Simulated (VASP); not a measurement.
# PrBe3Si (Amm2) in VASP: a series of runs

Runs on PrBe3Si. Level: PBE. Tasks: single point, relaxation of cell and atoms.

Everything below comes from runs of VASP 6.6.1. Logs are shortened: lines on timing, memory, paths and dates and some standing lists are left out, and cuts for length are marked.

## Step 1: The cell of the first run

It takes space group Amm2 (No. 38, orthorhombic). The conventional cell has a = 3.754 Å, b = 5.924 Å, c = 6.778 Å, α = 90.00°, β = 90.00°, γ = 90.00°. Within 3.9 Å of Pr (site symmetry mm2) lie 12 Be at 2.88 to 3.90 Å and 6 Si at 3.14 to 3.61 Å and 2 Pr at 3.75 Å. Be (site symmetry m) has 3 Be at 2.01 to 2.26 Å and 2 Si at 2.33 to 2.35 Å within 2.7 Å. Be (site symmetry mm2) has 4 Be at 2.26 Å and 2 Si at 2.33 Å and 3 Pr at 2.88 to 3.01 Å within 3.1 Å. Si (site symmetry mm2) has 6 Be at 2.33 to 2.35 Å and 2 Pr at 3.14 Å within 3.2 Å.

The cell was generated, and may not be a known phase.

## Step 2: Single point, PBE

Contents of INCAR:

```
PREC = Accurate
ENCUT = 600
EDIFF = 1E-6
ISMEAR = 0
SIGMA = 0.1
LREAL = False
LASPH = True
NELM = 200
ALGO = Normal
ISIF = 2
LWAVE = False
LCHARG = True
GGA = PE
LELF = True
LVHAR = True
NBANDS = 18
GGA_COMPAT = False
LMAXMIX = 6
```

Contents of KPOINTS:

```
Automatic mesh
0
Gamma
  8 8 8
```

Contents of POSCAR:

```
PrBe3Si
1.0
    3.7540936773      0.0000000000      0.0000000000
    0.0000000000      2.9620223490      3.3891815166
    0.0000000000     -2.9620223490      3.3891815166
Pr Be Si
1 3 1
Direct
    0.5000000000      0.0355197415      0.0355197415
    0.0000000000      0.1810166596      0.5209510084
    0.0000000000      0.5209510084      0.1810166596
    0.5000000000      0.4603336721      0.4603336721
    0.0000000000      0.6644724685      0.6644724685
```

Potentials or basis: VASP PAW PBE potentials, release 64 (Pr_3, Be, Si), 4f in core.

The run is started by

```sh
$ cat potpaw_PBE.64/Pr_3/POTCAR potpaw_PBE.64/Be/POTCAR potpaw_PBE.64/Si/POTCAR > POTCAR
$ mpirun -np 1 vasp_std > vasp.out
```

OUTCAR:

```text
PREC = Accurate
   ENCUT = 600
   EDIFF = 1E-6
   ISMEAR = 0
   LREAL = False
   LASPH = True
   NELM = 200
   ISIF = 2
   GGA = PE

 ion  position               nearest neighbor table
   1  0.500  0.036  0.036-   4 2.88   2 2.99   3 2.99   2 2.99   3 2.99   4 3.01   4 3.01   2 3.02
                             3 3.02   3 3.02   2 3.02   5 3.14   5 3.14
   2  0.000  0.181  0.521-   3 2.01   4 2.26   4 2.26   5 2.33   5 2.35   1 2.99   1 2.99   1 3.02
                             1 3.02
   3  0.000  0.521  0.181-   2 2.01   4 2.26   4 2.26   5 2.33   5 2.35   1 2.99   1 2.99   1 3.02
                             1 3.02
   4  0.500  0.460  0.460-   2 2.26   3 2.26   2 2.26   3 2.26   5 2.33   5 2.33   1 2.88   1 3.01
                             1 3.01
   5  0.000  0.664  0.664-   2 2.33   3 2.33   4 2.33   4 2.33   2 2.35   3 2.35   1 3.14   1 3.14

  LATTYP: Found a base centered orthorhombic cell.
 ALAT       =     5.9240446980
 B/A-ratio  =     1.1442120002
 C/A-ratio  =     0.6337044821

  Lattice vectors:

 A1 = (   0.0000000000,   2.9620223490,  -3.3891815166)
 A2 = (   0.0000000000,   2.9620223490,   3.3891815166)
 A3 = (   3.7540936773,   0.0000000000,   0.0000000000)

Analysis of symmetry for initial positions (statically):
=====================================================================
 Subroutine PRICEL returns:
 Original cell was already a primitive cell.

 Routine SETGRP: Setting up the symmetry group for a
 base centered orthorhombic supercell.

 Subroutine GETGRP returns: Found  4 space group operations
 (whereof  4 operations were pure point group operations)
 out of a pool of  8 trial point group operations.

The static configuration has the point symmetry C_2v.

Analysis of symmetry for dynamics (positions and initial velocities):
=====================================================================
 Subroutine PRICEL returns:
 Original cell was already a primitive cell.

 Routine SETGRP: Setting up the symmetry group for a
 base centered orthorhombic supercell.

 Subroutine GETGRP returns: Found  4 space group operations
 (whereof  4 operations were pure point group operations)
 out of a pool of  8 trial point group operations.

The dynamic configuration has the point symmetry C_2v.

 Subroutine INISYM returns: Found  4 space group operations
 (whereof  4 operations are pure point group operations),
[... 102 lines left out ...]
   EDIFF  = 0.1E-05   stopping-criterion for ELM
   LREAL  =      F    real-space projection
   EDIFFG = 0.1E-04   stopping-criterion for IOM
   NSW    =      0    number of steps for IOM
   IBRION =     -1    ionic relax: 0-MD 1-quasi-New 2-CG
   NFREE  =      0    steps in history (QN), initial steepest desc. (CG)
   ISIF   =      2    stress and relaxation
   ISYM   =      2    0-nonsym 1-usesym 2-fastsym
   POTIM  = 0.5000    time-step for ionic-motion
   TEBEG  =    0.0;   TEEND  =   0.0 temperature during run
   PSTRESS=    0.0 pullay stress
   NELECT =      21.0000    total number of electrons
   NUPDOWN=      -1.0000    fix difference up-down
   EMIN   =  10.00;   EMAX   =-10.00  energy-range for DOS
   EFERMI =   0.00;   METHOD = LEGACY
   ISMEAR =     0;   SIGMA  =   0.10  broadening in eV -4-tet -1-fermi 0-gaus
   EFERMI_NEDOS =   21; number of points for ismear=-14 and -15
   IALGO  =     38    algorithm
   IMIX   =      4    mixing-type and parameters
     AMIX     =   0.40;   BMIX     =  1.00
     AMIX_MAG =   1.60;   BMIX_MAG =  1.00
  volume/ion in A,a.u.               =      15.07       101.73
  Fermi-wavevector in a.u.,A,eV,Ry     =   1.069240  2.020571 15.555188  1.143274
  Thomas-Fermi vector in A             =   2.204913
   LORBIT       =      0    0 simple, 1 ext, 2 COOP (PROOUT), +10 PAW based schemes
   GGA     = PE    functional components
   LHFCALC =     F    Hartree Fock is set to
   AEXX    =    0.0000 exact exchange contribution
   IVDW    =     0    specifies the selected vdW correction
   LEPSILON=     F    determine dielectric tensor
   LRPA    =     F    only Hartree local field effects (RPA)
 non-spin polarized calculation
 Gauss-broadening in eV      SIGMA  =   0.10
  energy-cutoff  :      600.00
  volume of cell :       75.37
 maximum number of plane-waves:      2536
 NGX is ok and might be reduce to    30
   NGX = 15   NGY = 17   NGZ = 17

 number of electron      21.0000000 magnetization

 Free energy of the ion-electron system (eV)
  ---------------------------------------------------
  ext. energy  EPLUGINS =         0.00000000
  ---------------------------------------------------
  free energy    TOTEN  =       -21.91595838 eV

  energy without entropy =      -21.90667777  energy(sigma->0) =      -21.91131807

 E-fermi :   5.1540     XC(G=0): -10.2330

 val. band max:        5.1502259812   @ k =   0.2500  -0.2500   0.1250
 cond. band min:       5.1842417209   @ k =   0.0000  -0.2500   0.1250
 fundamental gap:      0.0340157397
 Fermi energy:         5.1540085578

 k-point     1 :       0.0000    0.0000    0.0000
  band No.  band energies     occupation
      1     -30.3801      2.00000
      2     -12.4469      2.00000
      3     -12.4245      2.00000
      4     -12.1969      2.00000
      5      -4.5862      2.00000
      6       1.3329      2.00000
[... 481 lines left out ...]
      5      -3.3791      2.00000
      6       0.2892      2.00000
[... 10 lines left out ...]
     17      11.5775      0.00000
     18      11.9256      0.00000

 [... further k-points ...]

------------------------ aborting loop because EDIFF is reached ----------------------------------------

  FORCE on cell =-STRESS in cart. coord.  units (eV):
  Direction    XX          YY          ZZ          XY          YZ          ZX
  --------------------------------------------------------------------------------------
  -------------------------------------------------------------------------------------
  Total        0.0452087      0.0360921      0.0763264      0.0000000      0.0000000      0.0000000
  in kB        0.9609794      0.7671935      1.6224338      0.0000000      0.0000000      0.0000000
  external PRESSURE =       1.1168689 kB  Pullay stress =       0.0000000 kB

 VOLUME and BASIS-vectors are now :
 -----------------------------------------------------------------------------
  energy-cutoff  :      600.00
  volume of cell :       75.37
      direct lattice vectors                 reciprocal lattice vectors
     3.754093677  0.000000000  0.000000000     0.266375878  0.000000000  0.000000000
     0.000000000  2.962022349  3.389181517     0.000000000  0.168803588  0.147528245
     0.000000000 -2.962022349  3.389181517     0.000000000 -0.168803588  0.147528245

 POSITION                                       TOTAL-FORCE (eV/Angst)
 -----------------------------------------------------------------------------------
      1.87705      0.00000      0.24077         0.000000      0.000000     -0.007121
      0.00000     -1.00689      2.37910         0.000000     -0.013755     -0.003339
      0.00000      1.00689      2.37910         0.000000      0.013755     -0.003339
      1.87705      0.00000      3.12031         0.000000      0.000000      0.004226
      0.00000      0.00000      4.50404         0.000000      0.000000      0.009574
 -----------------------------------------------------------------------------------
    total drift:                                0.000000     -0.000000     -0.000396

  FREE ENERGIE OF THE ION-ELECTRON SYSTEM (eV)
  ---------------------------------------------------
  free  energy   TOTEN  =       -21.9159583760 eV

  energy  without entropy=      -21.9066777695  energy(sigma->0) =      -21.91131807
```

Run time: 58 s. Hardware: 1 thread of Intel Xeon 6975P-C (Granite Rapids), shared host; peak memory 0.32 GiB.

What came out:

```yaml
Free_energy: -21.9160 eV
Pressure: 0.1 GPa
Largest_force: 0.014 eV/Å
Band_gap_on_the_k_mesh: zero (an odd number of electrons rules out a gap without spin polarisation)
```

Forces on the atoms (eV/Å):
```
Pr   0.000  0.000 -0.007
Be   0.000 -0.014 -0.003
Be   0.000  0.014 -0.003
Be   0.000  0.000  0.004
Si   0.000  0.000  0.010
```

Levels at points of the mesh, in eV from the Fermi level:
| k point | band 8 | band 9 | band 10 | band 11 | band 12 | band 13 | band 14 | band 15 |
| --- | --- | --- | --- | --- | --- | --- | --- | --- |
| (0.00, 0.00, 0.00) | -2.25 | -1.60 | -1.59 | -0.29 | 1.66 | 2.60 | 3.17 | 3.38 |
| (0.50, 0.00, 0.00) | -2.42 | -1.07 | -0.76 | -0.46 | -0.13 | 2.11 | 2.51 | 2.69 |
| (0.00, 0.50, 0.00) | -1.81 | -1.64 | -0.66 | 0.77 | 2.36 | 2.50 | 3.26 | 3.44 |
| (0.50, 0.50, 0.00) | -3.05 | -2.73 | -1.27 | -0.68 | 0.54 | 3.45 | 3.58 | 3.74 |
| (0.00, 0.50, 0.50) | -3.09 | -0.85 | 0.24 | 1.41 | 1.58 | 1.81 | 2.78 | 3.81 |
| (0.50, 0.50, 0.50) | -4.25 | -1.87 | -0.58 | -0.36 | 3.04 | 4.14 | 4.27 | 4.58 |

Caveat: spin-orbit coupling is left out, which moves the levels of the heavy elements; the 4f electrons are frozen in the core, so they carry no moment and show no levels.

## Step 3: Relaxation of cell and atoms, PBE

Contents of INCAR:

```
ALGO = Normal
EDIFF = 1E-7
EDIFFG = -0.01
ENCUT = 600
GGA = PE
GGA_COMPAT = False
IBRION = 2
ISIF = 3
ISMEAR = 0
LASPH = True
LCHARG = False
LMAXMIX = 6
LREAL = False
LWAVE = False
NELM = 200
NELMIN = 4
NSW = 100
PREC = Accurate
SIGMA = 0.1
```

Contents of KPOINTS:

```
k-points
0
Gamma
  8 8 8
```

Contents of POSCAR:

```
PrBe3Si
1.0
    3.7649299630      0.0000000000      0.0000000000
    0.0000000000      2.9527301693      3.3881145502
    0.0000000000     -2.9527301693      3.3881145502
Pr Be Si
1 3 1
Direct
    0.5000000000      0.0372305901      0.0372305901
    0.0000000000      0.1805416999      0.5210027043
    0.0000000000      0.5210027043      0.1805416999
    0.5000000000      0.4595636837      0.4595636837
    0.0000000000      0.6639548719      0.6639548719
```

Potentials or basis: VASP PAW PBE potentials, release 64 (Pr_3, Be, Si), 4f in core.

The run is started by

```sh
$ cat potpaw_PBE.64/Pr_3/POTCAR potpaw_PBE.64/Be/POTCAR potpaw_PBE.64/Si/POTCAR > POTCAR
$ mpirun -np 1 vasp_std > vasp.out
```

Wall time 6.9 min (1 thread of Intel Xeon Platinum 8259CL at 2.50GHz (Skylake/Cascade Lake), shared host); peak memory 0.32 GiB.

Results (log left out):

| Item | Value |
| --- | --- |
| Free energy | -21.9160 eV |
| Relaxed volume | 15.09 Å³/atom |
| Relaxed cell | a = 3.753 Å, b = 4.504 Å, c = 4.504 Å, α = 82.20°, β = 90.00°, γ = 90.00° |
| Space group after relaxing (to 0.1 Å) | Amm2 (No. 38) |
| Energy gained by relaxing | 0.3 meV/atom |
| Ionic steps | 6 |
| Pressure after relaxing | 0.0 GPa |
| Largest force after relaxing | 0.010 eV/Å |
| Band gap on the k mesh | zero (an odd number of electrons rules out a gap without spin polarisation) |

Forces in eV/Å, atoms in the order of the input:
```
Pr   0.000  0.000 -0.008
Be   0.000  0.000 -0.003
Be   0.000  0.000 -0.003
Be   0.000  0.000  0.004
Si   0.000  0.000  0.010
```

The path:
```tsv
step	energy change (eV)	largest force (eV/Å)	pressure (GPa)	volume (Å³)
1	0.0000	0.1131	0.15	75.33
2	-0.0013	0.0372	-0.05	75.48
3	-0.0013	0.0288	-0.09	75.51
4	-0.0015	0.0137	0.02	75.43
5	-0.0015	0.0111	0.05	75.41
6	-0.0015	0.0095	0.01	75.44
```

Final structure:
```xyz
5
Lattice="3.7533 0.0000 0.0000 0.0000 2.9609 3.3943 0.0000 -2.9609 3.3943" Properties=species:S:1:pos:R:3 pbc="T T T"
Pr    1.8767    0.0000    0.2432
Be    0.0000   -1.0078    2.3831
Be    0.0000    1.0078    2.3831
Be    1.8767    0.0000    3.1237
Si    0.0000    0.0000    4.5095
```

Levels at points of the mesh, in eV from the Fermi level:
| k point | band 7 | band 8 | band 9 | band 10 | band 11 | band 12 | band 13 | band 14 |
| --- | --- | --- | --- | --- | --- | --- | --- | --- |
| (0.00, 0.00, 0.00) | -3.24 | -2.26 | -1.60 | -1.59 | -0.30 | 1.67 | 2.61 | 3.17 |
| (0.50, 0.00, 0.00) | -3.88 | -2.42 | -1.08 | -0.76 | -0.46 | -0.14 | 2.10 | 2.48 |
| (0.00, 0.50, 0.00) | -3.20 | -1.80 | -1.64 | -0.66 | 0.77 | 2.36 | 2.50 | 3.26 |
| (0.50, 0.50, 0.00) | -4.22 | -3.05 | -2.73 | -1.27 | -0.68 | 0.54 | 3.44 | 3.58 |
| (0.00, 0.50, 0.50) | -3.96 | -3.09 | -0.85 | 0.25 | 1.41 | 1.57 | 1.80 | 2.76 |
| (0.50, 0.50, 0.50) | -4.53 | -4.24 | -1.88 | -0.58 | -0.36 | 3.03 | 4.12 | 4.24 |

Caveat: spin-orbit coupling is left out, which moves the levels of the heavy elements; the 4f electrons are frozen in the core, so they carry no moment and show no levels.

The gap in the log of VASP goes by the Fermi energy; the results here count the filled bands.